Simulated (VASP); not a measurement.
# SiO2 (I-42d) in VASP: a series of runs

Runs on SiO2. Level: LDA. Tasks: single point.

All numbers are computed with VASP 6.6.1; they aren't measurements. Logs are shortened: lines on timing, memory, paths and dates and some standing lists are left out, and cuts for length are marked.

## Step 1: The cell of the first run

Symmetry: I-42d, No. 122, tetragonal system. The conventional cell has a = 5.064 Å, b = 5.064 Å, c = 6.893 Å, α = 90.00°, β = 90.00°, γ = 90.00°. Within 2.1 Å of Si (site symmetry -4) lie 4 O at 1.61 Å. Within 2.1 Å of O (site symmetry 2) lie 2 Si at 1.61 Å.

## Step 2: Single point, LDA

The input, INCAR:

```
ALGO = Normal
EDIFF = 1E-6
ENCUT = 520
ISIF = 2
ISMEAR = 0
LASPH = T
LCHARG = F
LREAL = F
LWAVE = F
NBANDS = 25
NELM = 80
PREC = Accurate
SIGMA = 0.05
```

The input, KPOINTS:

```
k-points
0
Gamma
  8 8 8
```

The input, POSCAR:

```
SiO2
1.0
   -2.5319018616      2.5319018616      3.4466526724
    2.5319018616     -2.5319018616      3.4466526724
    2.5319018616      2.5319018616     -3.4466526724
Si O
2 4
Direct
    0.0000000000      0.0000000000      0.0000000000
    0.7500000000      0.2500000000      0.5000000000
    0.9742769968      0.6250000000      0.8492769968
    0.3750000000      0.2242769968      0.3492769968
    0.7757230032      0.1250000000      0.1507230032
    0.8750000000      0.0257230032      0.6507230032
```

Potentials or basis: VASP PAW LDA potentials, release 64 (Si, O).

On the command line:

```sh
$ cat potpaw_LDA.64/Si/POTCAR potpaw_LDA.64/O/POTCAR > POTCAR
$ mpirun -np 1 vasp_std > vasp.out
```

OUTCAR:

```text
EDIFF = 1E-6
   ENCUT = 520
   ISIF = 2
   ISMEAR = 0
   LASPH = T
   LREAL = F
   NELM = 80
   PREC = Accurate

 ion  position               nearest neighbor table
   1  0.000  0.000  0.000-   3 1.61   4 1.61   5 1.61   6 1.61   2 3.06   2 3.06   2 3.06   2 3.06

   2  0.750  0.250  0.500-   3 1.61   4 1.61   5 1.61   6 1.61   1 3.06   1 3.06   1 3.06   1 3.06

   3  0.974  0.625  0.849-   1 1.61   2 1.61
   4  0.375  0.224  0.349-   1 1.61   2 1.61
   5  0.776  0.125  0.151-   1 1.61   2 1.61
   6  0.875  0.026  0.651-   1 1.61   2 1.61

  LATTYP: Found a body centered tetragonal cell.
 ALAT       =     5.0638037232
 C/A-ratio  =     1.3612899950

  Lattice vectors:

 A1 = (  -2.5319018616,   2.5319018616,   3.4466526724)
 A2 = (   2.5319018616,  -2.5319018616,   3.4466526724)
 A3 = (   2.5319018616,   2.5319018616,  -3.4466526724)

Analysis of symmetry for initial positions (statically):
=====================================================================
 Subroutine PRICEL returns:
 Original cell was already a primitive cell.

 Routine SETGRP: Setting up the symmetry group for a
 body centered tetragonal supercell.

 Subroutine GETGRP returns: Found  8 space group operations
 (whereof  4 operations were pure point group operations)
 out of a pool of 16 trial point group operations.

The static configuration has the point symmetry S_4 .
 The point group associated with its full space group is D_2d.

Analysis of symmetry for dynamics (positions and initial velocities):
=====================================================================
 Subroutine PRICEL returns:
 Original cell was already a primitive cell.

 Routine SETGRP: Setting up the symmetry group for a
 body centered tetragonal supercell.

 Subroutine GETGRP returns: Found  8 space group operations
 (whereof  4 operations were pure point group operations)
 out of a pool of 16 trial point group operations.

The dynamic configuration has the point symmetry S_4 .
 The point group associated with its full space group is D_2d.

 Subroutine INISYM returns: Found  8 space group operations
 (whereof  4 operations are pure point group operations),
 and found     1 'primitive' translations

----------------------------------------------------------------------------------------

                                     Primitive cell

  volume of cell :      88.3794

  direct lattice vectors                    reciprocal lattice vectors
    -2.531901862  2.531901862  3.446652672     0.000000000  0.197480008  0.145068287
     2.531901862 -2.531901862  3.446652672     0.197480008  0.000000000  0.145068287
     2.531901862  2.531901862 -3.446652672     0.197480008  0.197480008  0.000000000

  length of vectors
     4.969956611  4.969956611  4.969956611     0.245037062  0.245037062  0.279278906

  position of ions in fractional coordinates (direct lattice)
     0.000000000  0.000000000  0.000000000
     0.750000000  0.250000000  0.500000000
     0.974276997  0.625000000  0.849276997
     0.375000000  0.224276997  0.349276997
     0.775723003  0.125000000  0.150723003
     0.875000000  0.025723003  0.650723003

  ion indices of the primitive-cell ions
   primitive index   ion index
                 1           1
                 2           2
                 3           3
                 4           4
                 5           5
                 6           6

----------------------------------------------------------------------------------------

 KPOINTS: k-points

Automatic generation of k-mesh.
 Grid dimensions read from file:
 generate k-points for:    8    8    8

 Generating k-lattice:

  Cartesian coordinates                     Fractional coordinates (reciprocal lattice)
     0.000000000  0.024685001  0.018133536     0.125000000  0.000000000  0.000000000
     0.024685001  0.000000000  0.018133536     0.000000000  0.125000000  0.000000000
     0.024685001  0.024685001  0.000000000     0.000000000  0.000000000  0.125000000

  Length of vectors
     0.030629633  0.030629633  0.034909863

  Shift w.r.t. Gamma in fractional coordinates (k-lattice)
     0.000000000  0.000000000  0.000000000

 Subroutine IBZKPT returns following result:
 ===========================================

 Found     59 irreducible k-points:

 Following reciprocal coordinates:
            Coordinates               Weight
  0.000000  0.000000  0.000000      1.000000
  0.125000  0.000000  0.000000      8.000000
  0.250000  0.000000  0.000000      8.000000
  0.375000  0.000000  0.000000      8.000000
  0.500000  0.000000  0.000000      4.000000
  0.125000  0.125000  0.000000      8.000000
[... 16 lines left out ...]
  0.250000  0.125000  0.125000     16.000000
  0.375000  0.125000  0.125000      8.000000
 [... further k-points ...]
   k-points           NKPTS =     59   k-points in BZ     NKDIM =     59   number of bands    NBANDS=     25
   number of dos      NEDOS =    301   number of ions     NIONS =      6
[... 36 lines left out ...]
   LHFCALC =     F    Hartree Fock is set to
   AEXX    =    0.0000 exact exchange contribution
   IVDW    =     0    specifies the selected vdW correction
   LEPSILON=     F    determine dielectric tensor
   LRPA    =     F    only Hartree local field effects (RPA)
 non-spin polarized calculation
 Gauss-broadening in eV      SIGMA  =   0.05
  energy-cutoff  :      520.00
  volume of cell :       88.38
 maximum number of plane-waves:      2405
 NGX is ok and might be reduce to    40

 number of electron      32.0000013 magnetization

 Free energy of the ion-electron system (eV)
  ---------------------------------------------------
  ext. energy  EPLUGINS =         0.00000000
  ---------------------------------------------------
  free energy    TOTEN  =       -51.81507650 eV

  energy without entropy =      -51.81507650  energy(sigma->0) =      -51.81507650

 E-fermi :  -0.3901     XC(G=0):  -8.8174

 val. band max:       -0.6080547114   @ k =   0.0000   0.0000   0.0000
 cond. band min:       5.1282919519   @ k =   0.0000   0.0000   0.0000
 fundamental gap:      5.7363466633
 Fermi energy:        -0.3900610492

 k-point     1 :       0.0000    0.0000    0.0000
  band No.  band energies     occupation
      1     -19.5837      2.00000
      2     -17.4634      2.00000
      3     -17.4634      2.00000
      4     -17.1878      2.00000
      5      -9.7975      2.00000
      6      -6.2343      2.00000
[... 17 lines left out ...]
     24      12.1020      0.00000
     25      12.7904      0.00000

 k-point     2 :       0.1250    0.0000    0.0000
  band No.  band energies     occupation
      1     -19.5343      2.00000
      2     -17.5214      2.00000
      3     -17.4674      2.00000
      4     -17.2217      2.00000
      5      -9.6720      2.00000
      6      -6.2505      2.00000
[... 17 lines left out ...]
     24      12.0497      0.00000
     25      12.6006      0.00000

 k-point     3 :       0.2500    0.0000    0.0000
  band No.  band energies     occupation
      1     -19.3976      2.00000
      2     -17.7106      2.00000
      3     -17.4766      2.00000
      4     -17.2684      2.00000
      5      -9.3482      2.00000
      6      -6.3381      2.00000
[... 17 lines left out ...]
     24      12.0735      0.00000
     25      12.4484      0.00000

 k-point     4 :       0.3750    0.0000    0.0000
  band No.  band energies     occupation
      1     -19.2193      2.00000
      2     -17.9602      2.00000
      3     -17.4855      2.00000
      4     -17.2921      2.00000
      5      -8.9791      2.00000
      6      -6.4910      2.00000
[... 17 lines left out ...]
     24      12.0695      0.00000
     25      12.7510      0.00000
[... 477 lines left out ...]
 k-point    22 :       0.1250    0.1250    0.1250
  band No.  band energies     occupation
      1     -19.2784      2.00000
      2     -17.9138      2.00000
      3     -17.4510      2.00000
      4     -17.2775      2.00000
      5      -9.0826      2.00000
      6      -6.6827      2.00000
[... 17 lines left out ...]
     24      12.0069      0.00000
     25      12.1959      0.00000

 k-point    23 :       0.2500    0.1250    0.1250
  band No.  band energies     occupation
      1     -19.0991      2.00000
      2     -18.1468      2.00000
      3     -17.4467      2.00000
      4     -17.3079      2.00000
      5      -8.7163      2.00000
      6      -6.9215      2.00000
[... 17 lines left out ...]
     24      11.9749      0.00000
     25      12.4819      0.00000

 k-point    24 :       0.3750    0.1250    0.1250
  band No.  band energies     occupation
      1     -18.9933      2.00000
      2     -18.2748      2.00000
      3     -17.4455      2.00000
      4     -17.3194      2.00000
      5      -8.5234      2.00000
      6      -7.0599      2.00000
[... 17 lines left out ...]
     24      12.0480      0.00000
     25      12.9741      0.00000

 [... further k-points ...]
[... 5 lines left out ...]
  --------------------------------------------------------------------------------------
  -------------------------------------------------------------------------------------
  Total       -0.7895738     -0.7895738      1.3276503      0.0000000      0.0000000      0.0000000
  in kB      -14.3137048    -14.3137048     24.0681679      0.0000000      0.0000000      0.0000000
  external PRESSURE =      -1.5197472 kB  Pullay stress =       0.0000000 kB

 VOLUME and BASIS-vectors are now :
 -----------------------------------------------------------------------------
  energy-cutoff  :      520.00
  volume of cell :       88.38
      direct lattice vectors                 reciprocal lattice vectors
    -2.531901862  2.531901862  3.446652672     0.000000000  0.197480008  0.145068287
     2.531901862 -2.531901862  3.446652672     0.197480008  0.000000000  0.145068287
     2.531901862  2.531901862 -3.446652672     0.197480008  0.197480008  0.000000000

 POSITION                                       TOTAL-FORCE (eV/Angst)
 -----------------------------------------------------------------------------------
      0.00000      0.00000      0.00000         0.000000     -0.000000      0.000000
     -0.00000      2.53190      1.72333         0.000000     -0.000000      0.000000
      1.26595      3.03462      2.58499         0.000000     -0.079345      0.000000
      0.50272      1.26595      0.86166        -0.079345     -0.000000      0.000000
     -1.26595      2.02918      2.58499         0.000000      0.079345      0.000000
     -0.50272      3.79785      0.86166         0.079345     -0.000000      0.000000
 -----------------------------------------------------------------------------------
    total drift:                                0.000001      0.000001      0.000001

  FREE ENERGIE OF THE ION-ELECTRON SYSTEM (eV)
  ---------------------------------------------------
  free  energy   TOTEN  =       -51.8150765009 eV

  energy  without entropy=      -51.8150765009  energy(sigma->0) =      -51.81507650
```

Run time: 90 s. Hardware: 1 thread of AMD EPYC 9R45 (Zen 5), shared host; peak memory 0.21 GiB.

What came out:

| Quantity | Value |
| --- | --- |
| Free energy | -51.8151 eV |
| Pressure | -0.2 GPa |
| Largest force | 0.079 eV/Å |
| Band gap on the k mesh | 5.74 eV |

Forces in eV/Å, atoms in the order of the input:
```
Si   0.000  0.000  0.000
Si   0.000  0.000  0.000
O    0.000 -0.079  0.000
O   -0.079  0.000  0.000
O    0.000  0.079  0.000
O    0.079  0.000  0.000
```

## Step 3: Single point, LDA

This run uses another cell than the first one, of the same volume but with other edges.

The input, INCAR:

```
SYSTEM = SiO2
PREC     = Accurate       ! precision mode
ENCUT    = 520            ! plane-wave cutoff, eV
EDIFF    = 1E-6           ! SCF threshold, eV
ISMEAR   = 0              ! smearing method
SIGMA    = 0.05           ! smearing width, eV
LREAL    = .False.        ! projectors in reciprocal space
LASPH    = .True.         ! aspherical terms in the spheres
NELM     = 80             ! most SCF steps
ALGO     = Normal         ! electronic algorithm
ISIF     = 2              ! what is computed and relaxed
LWAVE    = .False.        ! write WAVECAR
LCHARG   = .False.        ! write CHGCAR
GGA      = CA             ! functional
NBANDS   = 25             ! bands
```

The input, KPOINTS:

```
regular mesh
0
Gamma
  8 8 8
  0 0 0
```

POSCAR: that of step 2 with these lines changed.

```diff
@@ -2,5 +2,5 @@
 1.0
-   -2.5319018616      2.5319018616      3.4466526724
-    2.5319018616     -2.5319018616      3.4466526724
-    2.5319018616      2.5319018616     -3.4466526724
+   -2.3854953930      2.3854953930      3.8827022964
+    2.3854953930     -2.3854953930      3.8827022964
+    2.3854953930      2.3854953930     -3.8827022964
 Si O
```

Potentials or basis: VASP PAW LDA potentials, release 64 (Si, O).

On the command line:

```sh
$ cat potpaw_LDA.64/Si/POTCAR potpaw_LDA.64/O/POTCAR > POTCAR
$ mpirun -np 1 vasp_std > vasp.out
```

It took 80 s on 1 thread of AMD EPYC 9R45 (Zen 5), shared host; peak memory 0.21 GiB.

The run converged. Its results:

| Quantity | Value |
| --- | --- |
| Free energy | -51.7791 eV |
| Pressure | -0.1 GPa |
| Largest force | 0.118 eV/Å |
| Band gap on the k mesh | 5.60 eV |

Forces on the atoms (eV/Å):
```
Si   0.000  0.000  0.000
Si   0.000  0.000  0.000
O    0.000  0.118  0.000
O    0.118  0.000  0.000
O    0.000 -0.118  0.000
O   -0.118  0.000  0.000
```

Stress tensor (GPa, compression positive):
```
 1.87  0.00  0.00
 0.00  1.87  0.00
 0.00  0.00 -4.01
```

Levels at points of the mesh, in eV from the valence-band top:
```csv
k point,band 12,band 13,band 14,band 15,band 16,band 17,band 18,band 19,band 20,band 21
"(0.00, 0.00, 0.00)",-1.70,-1.70,-0.86,0.00,0.00,5.60,8.43,10.17,10.17,10.42
"(0.50, 0.00, 0.00)",-1.76,-1.54,-0.84,-0.61,-0.13,7.96,8.52,9.43,9.89,10.85
"(0.50, 0.50, 0.00)",-2.19,-1.04,-1.04,-0.45,-0.45,8.83,8.83,9.79,9.79,10.90
"(0.50, 0.50, 0.50)",-2.29,-1.57,-1.57,-0.20,-0.20,8.44,8.44,9.88,9.88,11.78
```

Caveat: the stress differs along the axes, from -4 to 2 GPa. A k mesh can miss the band edges.

## Step 4: Single point, LDA

The input, INCAR:

```
SYSTEM = SiO2
  ALGO = Normal
  EDIFF = 1E-6
  ENCUT = 520
  ISIF = 2
  ISMEAR = 0
  LASPH = .TRUE.
  LCHARG = .TRUE.
  LELF = .TRUE.
  LREAL = .FALSE.
  LVHAR = .TRUE.
  LWAVE = .FALSE.
  NBANDS = 25
  NELM = 80
  PREC = Accurate
  SIGMA = 0.05
```

The input, KPOINTS:

```
k-points
0
G
  8 8 8
  0 0 0
```

POSCAR: that of step 3 with these lines changed.

```diff
@@ -2,5 +2,5 @@
 1.0
-   -2.3854953930      2.3854953930      3.8827022964
-    2.3854953930     -2.3854953930      3.8827022964
-    2.3854953930      2.3854953930     -3.8827022964
+   -2.4962365213      2.4962365213      3.5458453581
+    2.4962365213     -2.4962365213      3.5458453581
+    2.4962365213      2.4962365213     -3.5458453581
 Si O
```

On the command line:

```sh
$ cat potpaw_LDA.64/Si/POTCAR potpaw_LDA.64/O/POTCAR > POTCAR
$ mpirun -np 1 vasp_std > vasp.out
```

Wall time 86 s (1 thread of AMD EPYC 9R45 (Zen 5), shared host); peak memory 0.21 GiB.

The run converged. Its results:

| Item | Value |
| --- | --- |
| Free energy | -51.8608 eV |
| Pressure | 0.4 GPa |
| Largest force | 0.021 eV/Å |
| Band gap on the k mesh | 5.77 eV |

Forces on the atoms (eV/Å):
```
Si   0.000  0.000  0.000
Si   0.000  0.000  0.000
O    0.000 -0.021  0.000
O   -0.021  0.000  0.000
O    0.000  0.021  0.000
O    0.021  0.000  0.000
```

Stress tensor (GPa, compression positive):
```
-0.30  0.00  0.00
 0.00 -0.30  0.00
 0.00  0.00  1.68
```

Levels at points of the mesh, in eV from the valence-band top:
```csv
k point,band 14,band 15,band 16,band 17,band 18,band 19
"(0.00, 0.00, 0.00)",-0.65,0.00,0.00,5.77,8.58,10.64
"(0.50, 0.00, 0.00)",-0.78,-0.44,-0.15,8.15,8.79,9.50
"(0.50, 0.50, 0.00)",-0.97,-0.29,-0.29,8.96,8.96,10.11
"(0.50, 0.50, 0.50)",-1.48,-0.37,-0.37,8.80,8.80,10.06
```

 A k mesh can miss the band edges.

## Step 5: Single point, LDA

This run uses another cell than the first one, of the same volume but with other edges.

The input, INCAR:

```
SYSTEM = SiO2
PREC     = Accurate       ! precision mode
ENCUT    = 520            ! plane-wave cutoff, eV
EDIFF    = 1E-6           ! SCF threshold, eV
ISMEAR   = 0              ! smearing method
SIGMA    = 0.05           ! smearing width, eV
LREAL    = .FALSE.        ! projectors in reciprocal space
LASPH    = .TRUE.         ! aspherical terms in the spheres
NELM     = 60             ! most SCF steps
ALGO     = Normal         ! electronic algorithm
ISIF     = 2              ! what is computed and relaxed
LWAVE    = .FALSE.        ! write WAVECAR
LCHARG   = .FALSE.        ! write CHGCAR
NBANDS   = 25             ! bands
```

The input, KPOINTS:

```
Automatic mesh
0
G
  8 8 8
  0 0 0
```

POSCAR: that of step 4 with these lines changed.

```diff
@@ -2,5 +2,5 @@
 1.0
-   -2.4962365213      2.4962365213      3.5458453581
-    2.4962365213     -2.4962365213      3.5458453581
-    2.4962365213      2.4962365213     -3.5458453581
+   -2.4227747799      2.4227747799      3.7641348058
+    2.4227747799     -2.4227747799      3.7641348058
+    2.4227747799      2.4227747799     -3.7641348058
 Si O
```

On the command line:

```sh
$ cat potpaw_LDA.64/Si/POTCAR potpaw_LDA.64/O/POTCAR > POTCAR
$ mpirun -np 1 vasp_std > vasp.out
```

Wall time 79 s (1 thread of AMD EPYC 9R45 (Zen 5), shared host); peak memory 0.21 GiB.

Results (log left out):

```yaml
Free_energy: -51.8521 eV
Pressure: 0.4 GPa
Largest_force: 0.076 eV/Å
Band_gap_on_the_k_mesh: 5.71 eV
```

Forces in eV/Å, atoms in the order of the input:
```
Si   0.000  0.000  0.000
Si   0.000  0.000  0.000
O    0.000  0.076  0.000
O    0.076  0.000  0.000
O    0.000 -0.076  0.000
O   -0.076  0.000  0.000
```

Stress tensor (GPa, compression positive):
```
 1.33  0.00  0.00
 0.00  1.33  0.00
 0.00  0.00 -1.41
```

Levels at points of the mesh, in eV from the valence-band top:
| k point | band 13 | band 14 | band 15 | band 16 | band 17 | band 18 | band 19 | band 20 |
| --- | --- | --- | --- | --- | --- | --- | --- | --- |
| (0.00, 0.00, 0.00) | -1.65 | -0.78 | 0.00 | 0.00 | 5.71 | 8.54 | 10.40 | 10.40 |
| (0.50, 0.00, 0.00) | -1.53 | -0.81 | -0.54 | -0.14 | 8.10 | 8.64 | 9.48 | 10.01 |
| (0.50, 0.50, 0.00) | -1.01 | -1.01 | -0.39 | -0.39 | 8.93 | 8.93 | 9.98 | 9.98 |
| (0.50, 0.50, 0.50) | -1.53 | -1.53 | -0.25 | -0.25 | 8.61 | 8.61 | 9.97 | 9.97 |

 A k mesh can miss the band edges.

## Step 6: The runs side by side

| cell | gap on the mesh (eV) | pressure (GPa) | largest force (eV/Å) |
| --- | --- | --- | --- |
| a = 4.970 Å, angles 118.7, 118.7, 92.2°, 6 atoms | 5.74 | -0.2 | 0.08 |
| a = 5.144 Å, angles 124.7, 124.7, 82.0°, 6 atoms | 5.60 | -0.1 | 0.12 |
| a = 5.004 Å, angles 120.1, 120.1, 89.7°, 6 atoms | 5.77 | 0.4 | 0.02 |
| a = 5.090 Å, angles 123.2, 123.2, 84.6°, 6 atoms | 5.71 | 0.4 | 0.08 |

Alike in all rows: task single point; level LDA; potentials or basis VASP PAW LDA potentials, release 64 (Si, O); no spin polarisation; k mesh 8 × 8 × 8; cutoff (eV) 520; smearing gaussian 0.05 eV.

Caveats: the stress differs along the axes, from -4 to 2 GPa (at least some runs).

Total energies depend on the potentials used, so only differences within one code and one set of settings carry meaning.
